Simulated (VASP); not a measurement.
A run of VASP 6.6.1 is set up as follows.

The input INCAR:

```
SYSTEM = KAg
ALGO     = Normal         ! electronic algorithm
EDIFF    = 1E-7           ! SCF threshold, eV
ENCUT    = 520            ! plane-wave cutoff, eV
GGA      = PE             ! functional
ISIF     = 2              ! what is computed and relaxed
ISMEAR   = 0              ! smearing method
LASPH    = .True.         ! aspherical terms in the spheres
LCHARG   = .True.         ! write CHGCAR
LELF     = .True.         ! ELF
LREAL    = .False.        ! projectors in reciprocal space
LVHAR    = .True.       
LWAVE    = .False.        ! write WAVECAR
NBANDS   = 17             ! bands
NELM     = 80             ! most SCF steps
PREC     = Accurate       ! precision mode
SIGMA    = 0.1            ! smearing width, eV
```

KPOINTS

```
k-points
0
Gamma
  4 4 4
  0 0 0
```

The input POSCAR:

```
KAg
1.0
    4.1273822000      0.0000000000      0.0000000000
    0.0000000000      4.1273822000      0.0000000000
    0.0000000000      0.0000000000      4.1273822000
K Ag
1 1
Direct
    0.5000000000      0.5000000000      0.5000000000
    0.0000000000      0.0000000000      0.0000000000
```

Potentials or basis: VASP PAW PBE potentials, release 64 (K_sv, Ag).

Launch:

```bash
$ cat potpaw_PBE.64/K_sv/POTCAR potpaw_PBE.64/Ag/POTCAR > POTCAR
$ mpirun -np 1 vasp_std > vasp.out
```

Problem. Estimate the band gap on the k mesh.

Solution. Zero (band 10 reaches 3.17 eV, above the bottom of band 11 at 1.41 eV).

Problem. Estimate the pressure.

Solution. 0.1 GPa.

Caveat: the k points lie up to 0.38 Å⁻¹ apart.
